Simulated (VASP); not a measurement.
**CuI: single point with RPBE**

CuI:

```
I Cu
1.0
     0.00000    3.01115    3.01115
     3.01115    0.00000    3.01115
     3.01115    3.01115    0.00000
I Cu
1 1
Cartesian
  0.0000 0.0000 0.0000
  4.5167 4.5167 4.5167
```

```
Program             : VASP 6.6.1
Task                : single point
Functional          : RPBE
Potentials or basis : VASP PAW PBE potentials, release 64 (I, Cu)
Cutoff              : 520 eV
k mesh              : 8 × 8 × 8
Occupations         : fermi-dirac, width 0.05 eV
Spin                : no spin polarisation
```

- Pressure: 3.3 GPa
- Band gap on the k mesh: 1.33 eV

Levels at points of the mesh, in eV from the valence-band top:
| k point | band 5 | band 6 | band 7 | band 8 | band 9 | band 10 | band 11 | band 12 | band 13 | band 14 |
| --- | --- | --- | --- | --- | --- | --- | --- | --- | --- | --- |
| (0.00, 0.00, 0.00) | -1.91 | -1.91 | 0.00 | 0.00 | 0.00 | 1.33 | 4.87 | 4.87 | 4.87 | 8.41 |
| (0.50, 0.00, 0.00) | -1.88 | -1.88 | -1.83 | -0.73 | -0.73 | 2.26 | 5.42 | 5.42 | 7.62 | 9.37 |
| (0.50, 0.50, 0.00) | -1.93 | -1.84 | -1.82 | -1.54 | -1.54 | 2.79 | 2.96 | 9.48 | 9.90 | 9.90 |

Wall time 22 s on 1 thread of AMD EPYC 7R43 64-Core Processor (Zen 3), on a shared host, peak memory 0.15 GiB.

Caveat: the cell stands under pressure; the PAW data sets were made with another functional, which shifts forces and pressure a little; spin-orbit coupling is left out, which moves the levels of the heavy elements.
